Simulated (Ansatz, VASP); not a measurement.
# NaCl: VASP beside Ansatz

The input INCAR:

```
SYSTEM = NaCl
ALGO = Normal
EDIFF = 1E-6
ENCUT = 500
GGA = PE
GGA_COMPAT = .False.
ISIF = 2
ISMEAR = -1
LASPH = .True.
LCHARG = .True.
LELF = .True.
LREAL = .False.
LVHAR = .True.
LWAVE = .False.
NBANDS = 14
NELM = 120
PREC = Accurate
SIGMA = 0.02
```

KPOINTS

```
k-points
0
Gamma
  8 8 8
  0 0 0
```

Contents of POSCAR:

```
NaCl
1.0
    2.8311091358      0.0000000000      0.0000000000
    0.0000000000      2.8311091358      0.0000000000
    0.0000000000      0.0000000000      2.8311091358
Na Cl
1 1
Direct
    0.0000000000      0.0000000000      0.0000000000
    0.5000000000      0.5000000000      0.5000000000
```

Input for Ansatz:

```yaml
crystal:
  lattice:
    - [2.8311091358, 0.0, 0.0]
    - [0.0, 2.8311091358, 0.0]
    - [0.0, 0.0, 2.8311091358]
  atoms:
    - { symbol: Na, position: [0.0, 0.0, 0.0] }
    - { symbol: Cl, position: [0.5, 0.5, 0.5] }
kpoints:
  mp_grid: { grid: [8, 8, 8] }
scf:
  occupations: { method: fermi_dirac, width: 0.02 }
hamiltonian:
  xc: pbe
  pseudopotentials: { kind: all_electron, lapw: { basis_error: 0.00025 } }
output:
  forces: true
  stress: true
  eigenvalues: true
```

Change from the starting cell: volume scaled by 0.97.

Alike in both runs: task single point; functional PBE; k mesh 8 × 8 × 8; occupations fermi-dirac, width 0.02 eV; no spin polarisation.

```csv
,VASP,Ansatz
version,VASP 6.6.1,Ansatz 0.2.0
potentials or method,"VASP PAW PBE potentials, release 64 (Na_pv, Cl), cutoff 500 eV","all-electron LAPW, scalar-relativistic"
```

Ansatz gave:

- gap on the k mesh at the Fermi level (eV): 4.24
- pressure (GPa): 73.1

Question: Which values does VASP return?

Answer: gap on the k mesh at the Fermi level (eV): 4.29; pressure (GPa): 73.3.

Both programs put the cell under a high pressure, so it lies far from rest at this level. Ansatz ran all-electron here, and VASP with PAW potentials.

Noted on VASP's run: the cell as given lies far from equilibrium.
